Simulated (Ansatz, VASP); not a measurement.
One calculation of Be4Te, two programs

```
Be Te
1.0
     4.15313    0.00000    0.00000
    -2.07656    3.59671    0.00000
     0.00000    0.00000    4.45506
Be Te
4 1
Direct
  0.13505 0.86495 0.00000
  0.13505 0.27011 0.00000
  0.72989 0.86495 0.00000
  0.66667 0.33333 0.00000
  0.66667 0.33333 0.50000
```

Alike in both runs: task single point; functional PBE; k mesh 6 × 6 × 4; occupations gaussian, width 0.1 eV; no spin polarisation.

|  | VASP | Ansatz |
| --- | --- | --- |
| version | VASP 6.6.1 | Ansatz 0.2.0 |
| potentials or method | VASP PAW PBE potentials, release 64 (Be, Te), cutoff 520 eV | scalar-relativistic, plane waves, PAW |
| valence electrons in the cell | 14 | 24 |

|  | VASP | Ansatz | Ansatz less VASP |
| --- | --- | --- | --- |
| gap on the k mesh at the Fermi level (eV) | none | none | - |
| pressure (GPa) | 22.5 | 22.4 | -0.17 |
| traceless stress, the component that is largest in VASP (GPa) | -0.41 | -0.41 | -0.006 |
| rms of the force components (eV/Å) | 3.392 | 3.370 | -0.0220 |

Atom by atom the forces differ by 0.022 eV/Å (rms over components). A gap of «none» marks a metal or a gap that the smearing closes. VASP's potentials hold 14 valence electrons a cell and Ansatz's 24, so a difference there can come from the potentials and not from the codes.

Neither program's run includes spin-orbit coupling.
